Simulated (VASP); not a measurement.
A run of VASP 6.6.1 is set up as follows.

File INCAR:

```
SYSTEM = CdF2
  PREC = Accurate
  ENCUT = 520
  EDIFF = 1E-6
  ISMEAR = -1
  SIGMA = 0.01
  LREAL = .False.
  LASPH = .True.
  NELM = 100
  ALGO = Normal
  ISIF = 2
  LWAVE = .False.
  LCHARG = .False.
  GGA = PE
  NBANDS = 20
```

The input KPOINTS:

```
Automatic mesh
0
Gamma
  6 6 6
  0 0 0
```

File POSCAR:

```
CdF2
1.0
    0.0000000000      2.7407404530      2.7407404530
    2.7407404530      0.0000000000      2.7407404530
    2.7407404530      2.7407404530      0.0000000000
Cd F
1 2
Direct
    0.0000000000      0.0000000000      0.0000000000
    0.2500000000      0.2500000000      0.2500000000
    0.7500000000      0.7500000000      0.7500000000
```

Potentials or basis: VASP PAW PBE potentials, release 64 (Cd, F).

Run with:

```console
$ cat potpaw_PBE.64/Cd/POTCAR potpaw_PBE.64/F/POTCAR > POTCAR
$ mpirun -np 1 vasp_std > vasp.out
```

Task: What does it give for the band gap on the k mesh?

Result: 2.90 eV, indirect (least direct gap 3.44 eV).

Task: Predict the pressure.

Result: 0.5 GPa.

A k mesh can miss the band edges.
